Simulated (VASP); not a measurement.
# Si4Mo2S in VASP: further runs

The runs below take Si4Mo2S through single point, with PBE.

Everything below comes from runs of VASP 6.6.1. Logs are shortened: lines on timing, memory, paths and dates and some standing lists are left out, and cuts for length are marked.

## Step 1: The cell of the first run

The cell holds a slab with vacuum, 7 atoms: a = 3.217 Å, b = 3.217 Å, c = 21.879 Å, α = 90.00°, β = 90.00°, γ = 90.00°.

## Step 2: Single point, PBE

Input file INCAR:

```
PREC = Accurate
ENCUT = 520
EDIFF = 1E-6
ISMEAR = 0
SIGMA = 0.1
LREAL = F
LASPH = T
NELM = 80
ALGO = Normal
ISIF = 2
LWAVE = F
LCHARG = F
LDIPOL = T
IDIPOL = 3
DIPOL = 0.5 0.5 0.364
GGA = PE
NBANDS = 34
```

Input file KPOINTS:

```
Automatic mesh
0
Gamma
  8 8 1
```

Input file POSCAR:

```
Si4Mo2S
1.0
    3.2169717406      0.0000000000      0.0000000000
    0.0000000000      3.2169717406      0.0000000000
    0.0000000000      0.0000000000     21.8787970309
Si Mo S
4 2 1
Direct
    0.0000000000      0.0000000000      0.1828254083
    0.0000000000      0.0000000000      0.3015081460
    0.5000000000      0.5000000000      0.3593659940
    0.5000000000      0.5000000000      0.4743769512
    0.5000000000      0.5000000000      0.2421667771
    0.0000000000      0.0000000000      0.4192862009
    0.5000000000      0.5000000000      0.5696346601
```

Potentials or basis: VASP PAW PBE potentials, release 64 (Si, Mo_sv, S).

Launch:

```sh
$ cat potpaw_PBE.64/Si/POTCAR potpaw_PBE.64/Mo_sv/POTCAR potpaw_PBE.64/S/POTCAR > POTCAR
$ mpirun -np 1 vasp_std > vasp.out
```

OUTCAR:

```text
PREC = Accurate
   ENCUT = 520
   EDIFF = 1E-6
   ISMEAR = 0
   LREAL = F
   LASPH = T
   NELM = 80
   ISIF = 2
   GGA = PE

 ion  position               nearest neighbor table
   1  0.000  0.000  0.183-   2 2.60   5 2.62   5 2.62   5 2.62   5 2.62
   2  0.000  0.000  0.302-   6 2.58   1 2.60   3 2.60   3 2.60   3 2.60   3 2.60   5 2.62   5 2.62
                             5 2.62   5 2.62
   3  0.500  0.500  0.359-   4 2.52   5 2.56   2 2.60   2 2.60   2 2.60   2 2.60   6 2.63   6 2.63
                             6 2.63   6 2.63
   4  0.500  0.500  0.474-   7 2.08   3 2.52   6 2.57   6 2.57   6 2.57   6 2.57
   5  0.500  0.500  0.242-   3 2.56   1 2.62   1 2.62   1 2.62   1 2.62   2 2.62   2 2.62   2 2.62
                             2 2.62
   6  0.000  0.000  0.419-   4 2.57   4 2.57   4 2.57   4 2.57   2 2.58   3 2.63   3 2.63   3 2.63
                             3 2.63
   7  0.500  0.500  0.570-   4 2.08

  LATTYP: Found a simple tetragonal cell.
 ALAT       =     3.2169717406
 C/A-ratio  =     6.8010535358

  Lattice vectors:

 A1 = (   3.2169717406,   0.0000000000,   0.0000000000)
 A2 = (   0.0000000000,   3.2169717406,   0.0000000000)
 A3 = (   0.0000000000,   0.0000000000,  21.8787970309)

Analysis of symmetry for initial positions (statically):
=====================================================================
 Subroutine PRICEL returns:
 Original cell was already a primitive cell.

 Routine SETGRP: Setting up the symmetry group for a
 simple tetragonal supercell.

 Subroutine GETGRP returns: Found  8 space group operations
 (whereof  8 operations were pure point group operations)
 out of a pool of 16 trial point group operations.

The static configuration has the point symmetry C_4v.

Analysis of symmetry for dynamics (positions and initial velocities):
=====================================================================
 Subroutine PRICEL returns:
 Original cell was already a primitive cell.

 Routine SETGRP: Setting up the symmetry group for a
 simple tetragonal supercell.

 Subroutine GETGRP returns: Found  8 space group operations
 (whereof  8 operations were pure point group operations)
 out of a pool of 16 trial point group operations.

The dynamic configuration has the point symmetry C_4v.

 Subroutine INISYM returns: Found  8 space group operations
 (whereof  8 operations are pure point group operations),
 and found     1 'primitive' translations

----------------------------------------------------------------------------------------

                                     Primitive cell

  volume of cell :     226.4216

  direct lattice vectors                    reciprocal lattice vectors
     3.216971741  0.000000000  0.000000000     0.310851347  0.000000000  0.000000000
     0.000000000  3.216971741  0.000000000     0.000000000  0.310851347  0.000000000
     0.000000000  0.000000000 21.878797031     0.000000000  0.000000000  0.045706352

  length of vectors
     3.216971741  3.216971741 21.878797031     0.310851347  0.310851347  0.045706352

  position of ions in fractional coordinates (direct lattice)
     0.000000000  0.000000000  0.182825408
     0.000000000  0.000000000  0.301508146
     0.500000000  0.500000000  0.359365994
     0.500000000  0.500000000  0.474376951
     0.500000000  0.500000000  0.242166777
     0.000000000  0.000000000  0.419286201
     0.500000000  0.500000000  0.569634660

  ion indices of the primitive-cell ions
   primitive index   ion index
                 1           1
                 2           2
                 3           3
                 4           4
                 5           5
                 6           6
                 7           7

----------------------------------------------------------------------------------------

 KPOINTS: Automatic mesh

Automatic generation of k-mesh.
 Grid dimensions read from file:
 generate k-points for:    8    8    1

 Generating k-lattice:

  Cartesian coordinates                     Fractional coordinates (reciprocal lattice)
     0.038856418  0.000000000  0.000000000     0.125000000  0.000000000  0.000000000
     0.000000000  0.038856418  0.000000000     0.000000000  0.125000000  0.000000000
     0.000000000  0.000000000  0.045706352     0.000000000  0.000000000  1.000000000

  Length of vectors
     0.038856418  0.038856418  0.045706352

  Shift w.r.t. Gamma in fractional coordinates (k-lattice)
     0.000000000  0.000000000  0.000000000

 Subroutine IBZKPT returns following result:
 ===========================================

 Found     15 irreducible k-points:

 Following reciprocal coordinates:
            Coordinates               Weight
  0.000000  0.000000  0.000000      1.000000
  0.125000  0.000000  0.000000      4.000000
  0.250000  0.000000  0.000000      4.000000
  0.375000  0.000000  0.000000      4.000000
  0.500000  0.000000  0.000000      2.000000
  0.125000  0.125000  0.000000      4.000000
  0.250000  0.125000  0.000000      8.000000
  0.375000  0.125000  0.000000      8.000000
  0.500000  0.125000  0.000000      4.000000
  0.250000  0.250000  0.000000      4.000000
  0.375000  0.250000  0.000000      8.000000
  0.500000  0.250000  0.000000      4.000000
  0.375000  0.375000  0.000000      4.000000
  0.500000  0.375000  0.000000      4.000000
  0.500000  0.500000  0.000000      1.000000
   k-points           NKPTS =     15   k-points in BZ     NKDIM =     15   number of bands    NBANDS=     34
   number of dos      NEDOS =    301   number of ions     NIONS =      7
   total plane-waves  NPLWV =  96768
   dimension x,y,z NGX =    24 NGY =   24 NGZ =  168
   dimension x,y,z NGXF=    48 NGYF=   48 NGZF=  336
   ions per type =               4   2   1
   NGX,Y,Z   is equivalent  to a cutoff of  12.40, 12.40, 12.77 a.u.
   NGXF,Y,Z  is equivalent  to a cutoff of  24.81, 24.81, 25.53 a.u.
 SYSTEM =  unknown system
   PREC   = accura    normal or accurate (medium, high low for compatibility)
   ISTART =      0    job   : 0-new  1-cont  2-samecut
   ICHARG =      2    charge: 1-file 2-atom 10-const
   ISPIN  =      1    spin polarized calculation?
   LNONCOLLINEAR =      F non collinear calculations
   LSORBIT =      F    spin-orbit coupling
   LASPH  =      T    aspherical Exc in radial PAW
   ENCUT  =  520.0 eV  38.22 Ry    6.18 a.u.   5.98  5.98 40.68*2*pi/ulx,y,z
   NELM   =     80;   NELMIN=  2; NELMDL= -5     # of ELM steps
   EDIFF  = 0.1E-05   stopping-criterion for ELM
   LREAL  =      F    real-space projection
   EDIFFG = 0.1E-04   stopping-criterion for IOM
   NSW    =      0    number of steps for IOM
   IBRION =     -1    ionic relax: 0-MD 1-quasi-New 2-CG
   NFREE  =      0    steps in history (QN), initial steepest desc. (CG)
   ISIF   =      2    stress and relaxation
   ISYM   =      2    0-nonsym 1-usesym 2-fastsym
   POTIM  = 0.5000    time-step for ionic-motion
   TEBEG  =    0.0;   TEEND  =   0.0 temperature during run
   PSTRESS=    0.0 pullay stress
   NELECT =      50.0000    total number of electrons
   NUPDOWN=      -1.0000    fix difference up-down
   EMIN   =  10.00;   EMAX   =-10.00  energy-range for DOS
   EFERMI =   0.00;   METHOD = LEGACY
   ISMEAR =     0;   SIGMA  =   0.10  broadening in eV -4-tet -1-fermi 0-gaus
   EFERMI_NEDOS =   21; number of points for ismear=-14 and -15
   IALGO  =     38    algorithm
   IMIX   =      4    mixing-type and parameters
     AMIX     =   0.40;   BMIX     =  1.00
     AMIX_MAG =   1.60;   BMIX_MAG =  1.00
  volume/ion in A,a.u.               =      32.35       218.28
  Fermi-wavevector in a.u.,A,eV,Ry     =   0.989522  1.869926 13.322200  0.979154
  Thomas-Fermi vector in A             =   2.121127
   LORBIT       =      0    0 simple, 1 ext, 2 COOP (PROOUT), +10 PAW based schemes
   GGA     = PE    functional components
   LHFCALC =     F    Hartree Fock is set to
   AEXX    =    0.0000 exact exchange contribution
   IVDW    =     0    specifies the selected vdW correction
   LEPSILON=     F    determine dielectric tensor
   LRPA    =     F    only Hartree local field effects (RPA)
 non-spin polarized calculation
 Gauss-broadening in eV      SIGMA  =   0.10
  energy-cutoff  :      520.00
  volume of cell :      226.42
 maximum number of plane-waves:      6156
 NGX is ok and might be reduce to    24
   NGX = 11   NGY = 11   NGZ = 81

 dipolmoment           0.000000      0.000000     -0.014629 electrons x Angstroem

 number of electron      50.0000005 magnetization

 dipolmoment           0.000000      0.000000      0.077713 electrons x Angstroem

 Free energy of the ion-electron system (eV)
  ---------------------------------------------------
  ext. energy  EPLUGINS =         0.00000000
  ---------------------------------------------------
  free energy    TOTEN  =       -48.16714027 eV

  energy without entropy =      -48.16038638  energy(sigma->0) =      -48.16376333

 E-fermi :   1.9134     XC(G=0):  -6.1743

 val. band max:        1.7882829483   @ k =   0.3750   0.1250   0.0000
 cond. band min:       1.9750519073   @ k =   0.5000   0.1250   0.0000
 fundamental gap:      0.1867689590
 Fermi energy:         1.9134328726

 k-point     1 :       0.0000    0.0000    0.0000
  band No.  band energies     occupation
      1     -58.8016      2.00000
      2     -58.7196      2.00000
      3     -32.9506      2.00000
      4     -32.8781      2.00000
      5     -32.8781      2.00000
      6     -32.8772      2.00000
[... 26 lines left out ...]
     33       5.9518      0.00000
     34       6.1913      0.00000

 k-point     2 :       0.1250    0.0000    0.0000
  band No.  band energies     occupation
      1     -58.7991      2.00000
      2     -58.7171      2.00000
      3     -32.9462      2.00000
      4     -32.9146      2.00000
      5     -32.8746      2.00000
      6     -32.8729      2.00000
[... 26 lines left out ...]
     33       6.1693      0.00000
     34       6.2615      0.00000

 k-point     3 :       0.2500    0.0000    0.0000
  band No.  band energies     occupation
      1     -58.7931      2.00000
      2     -58.7111      2.00000
      3     -33.0016      2.00000
      4     -32.9357      2.00000
      5     -32.9050      2.00000
      6     -32.8660      2.00000
[... 26 lines left out ...]
     33       6.5520      0.00000
     34       6.8534      0.00000

 k-point     4 :       0.3750    0.0000    0.0000
  band No.  band energies     occupation
      1     -58.7870      2.00000
      2     -58.7051      2.00000
      3     -33.0874      2.00000
      4     -32.9897      2.00000
      5     -32.9247      2.00000
      6     -32.8574      2.00000
[... 26 lines left out ...]
     33       6.5486      0.00000
     34       6.6373      0.00000

 k-point     5 :       0.5000    0.0000    0.0000
  band No.  band energies     occupation
      1     -58.7845      2.00000
      2     -58.7026      2.00000
      3     -33.1225      2.00000
      4     -33.0242      2.00000
      5     -32.9203      2.00000
      6     -32.8538      2.00000
[... 288 lines left out ...]
 k-point    13 :       0.3750    0.3750    0.0000
  band No.  band energies     occupation
      1     -58.7728      2.00000
      2     -58.6911      2.00000
      3     -33.0581      2.00000
      4     -33.0540      2.00000
      5     -32.9614      2.00000
      6     -32.9575      2.00000
[... 26 lines left out ...]
     33       5.8731      0.00000
     34       6.1650      0.00000

 k-point    14 :       0.5000    0.3750    0.0000
  band No.  band energies     occupation
      1     -58.7704      2.00000
      2     -58.6886      2.00000
      3     -33.0895      2.00000
      4     -33.0507      2.00000
      5     -32.9924      2.00000
      6     -32.9543      2.00000
[... 26 lines left out ...]
     33       5.9295      0.00000
     34       6.7043      0.00000

 k-point    15 :       0.5000    0.5000    0.0000
  band No.  band energies     occupation
      1     -58.7679      2.00000
      2     -58.6862      2.00000
      3     -33.0838      2.00000
      4     -33.0838      2.00000
      5     -32.9869      2.00000
      6     -32.9869      2.00000
[... 26 lines left out ...]
     33       5.8109      0.00000
     34       6.1999      0.00000

------------------------ aborting loop because EDIFF is reached ----------------------------------------

 vacuum level on the upper side and lower side of the slab       (xc-potential included)         0.573        -0.807

  FORCE on cell =-STRESS in cart. coord.  units (eV):
  Direction    XX          YY          ZZ          XY          YZ          ZX
  --------------------------------------------------------------------------------------
  -------------------------------------------------------------------------------------
  Total       -1.2046473     -1.2046473      0.1202663      0.0000000      0.0000000      0.0000000
  in kB       -8.5241787     -8.5241787      0.8510137      0.0000000      0.0000000      0.0000000
  external PRESSURE =      -5.3991146 kB  Pullay stress =       0.0000000 kB

 VOLUME and BASIS-vectors are now :
 -----------------------------------------------------------------------------
  energy-cutoff  :      520.00
  volume of cell :      226.42
      direct lattice vectors                 reciprocal lattice vectors
     3.216971741  0.000000000  0.000000000     0.310851347  0.000000000  0.000000000
     0.000000000  3.216971741  0.000000000     0.000000000  0.310851347  0.000000000
     0.000000000  0.000000000 21.878797031     0.000000000  0.000000000  0.045706352

 POSITION                                       TOTAL-FORCE (eV/Angst)
 -----------------------------------------------------------------------------------
      0.00000      0.00000      4.00000         0.000000     -0.000000      0.596378
      0.00000      0.00000      6.59664         0.000000     -0.000000     -0.515841
      1.60849      1.60849      7.86250        -0.000000     -0.000000     -0.149737
      1.60849      1.60849     10.37880        -0.000000     -0.000000      1.142423
      1.60849      1.60849      5.29832        -0.000000      0.000000     -0.119868
      0.00000      0.00000      9.17348        -0.000000     -0.000000     -0.912162
      1.60849      1.60849     12.46292        -0.000000     -0.000000     -0.041193
 -----------------------------------------------------------------------------------
    total drift:                                0.000000      0.000000     -0.000028

  FREE ENERGIE OF THE ION-ELECTRON SYSTEM (eV)
  ---------------------------------------------------
  free  energy   TOTEN  =       -48.1671402727 eV

  energy  without entropy=      -48.1603863843  energy(sigma->0) =      -48.16376333

 vacuum level on the upper side and lower side of the slab         7.600         6.219
```

Wall time 2.4 min (1 thread of Intel Xeon 6975P-C (Granite Rapids), shared host); peak memory 0.34 GiB.

What came out:

- Free energy: -48.1671 eV
- Largest force: 1.142 eV/Å
- Band gap on the k mesh: zero (bands 25 and 26 overlap by 0.62 eV)

Forces on the atoms (eV/Å):
```
Si   0.000  0.000  0.596
Si   0.000  0.000 -0.516
Si   0.000  0.000 -0.150
Si   0.000  0.000  1.142
Mo   0.000  0.000 -0.120
Mo   0.000  0.000 -0.912
S    0.000  0.000 -0.041
```

Levels at points of the mesh, in eV from the Fermi level:
| k point | band 22 | band 23 | band 24 | band 25 | band 26 | band 27 | band 28 | band 29 |
| --- | --- | --- | --- | --- | --- | --- | --- | --- |
| (0.00, 0.00, 0.00) | -0.86 | 0.08 | 0.08 | 0.36 | 0.57 | 0.91 | 1.27 | 1.27 |
| (0.50, 0.00, 0.00) | -1.88 | -0.87 | -0.39 | -0.32 | -0.26 | 0.61 | 2.23 | 2.26 |
| (0.50, 0.50, 0.00) | -2.11 | -1.94 | -1.46 | -1.46 | 0.28 | 1.01 | 2.28 | 2.39 |

## Step 3: Single point, PBE

Input file INCAR:

```
ALGO = Normal
DIPOL = 0.5 0.5 0.359
EDIFF = 1E-7
ENCUT = 520
GGA = PE
IDIPOL = 3
ISIF = 2
ISMEAR = 0
LASPH = True
LCHARG = False
LDIPOL = True
LREAL = False
LWAVE = False
NBANDS = 34
NELM = 80
PREC = Accurate
SIGMA = 0.1
```

Input file KPOINTS:

```
k-points
0
Gamma
  8 8 1
```

Changes to POSCAR since step 2:

```diff
@@ -14,2 +14,2 @@
     0.0000000000      0.0000000000      0.4192862009
-    0.5000000000      0.5000000000      0.5696346601
+    1.0000000000      1.0000000000      0.5333519181
```

Potentials or basis: VASP PAW PBE potentials, release 64 (Si, Mo_sv, S).

Launch:

```sh
$ cat potpaw_PBE.64/Si/POTCAR potpaw_PBE.64/Mo_sv/POTCAR potpaw_PBE.64/S/POTCAR > POTCAR
$ mpirun -np 1 vasp_std > vasp.out
```

It took 2.1 min on 1 thread of Intel Xeon 6975P-C (Granite Rapids), shared host; peak memory 0.34 GiB.

The run converged. Its results:

- Free energy: -48.6017 eV
- Largest force: 1.447 eV/Å
- Band gap on the k mesh: zero (bands 25 and 26 overlap by 1.39 eV)

Forces in eV/Å, atoms in the order of the input:
```
Si   0.000  0.000  0.645
Si   0.000  0.000 -0.703
Si   0.000  0.000 -0.433
Si   0.000  0.000  1.447
Mo   0.000  0.000 -0.398
Mo   0.000  0.000 -0.569
S    0.000  0.000  0.011
```

Levels at points of the mesh, in eV from the Fermi level:
| k point | band 22 | band 23 | band 24 | band 25 | band 26 | band 27 | band 28 | band 29 |
| --- | --- | --- | --- | --- | --- | --- | --- | --- |
| (0.00, 0.00, 0.00) | -0.15 | -0.15 | 0.29 | 0.39 | 0.71 | 1.04 | 1.65 | 1.65 |
| (0.50, 0.00, 0.00) | -1.72 | -1.55 | -0.18 | -0.16 | 0.50 | 2.18 | 2.40 | 2.91 |
| (0.50, 0.50, 0.00) | -1.85 | -1.85 | -1.47 | -0.89 | -0.89 | 0.95 | 2.33 | 2.36 |

The gap in the log of VASP goes by the Fermi energy; the results here count the filled bands.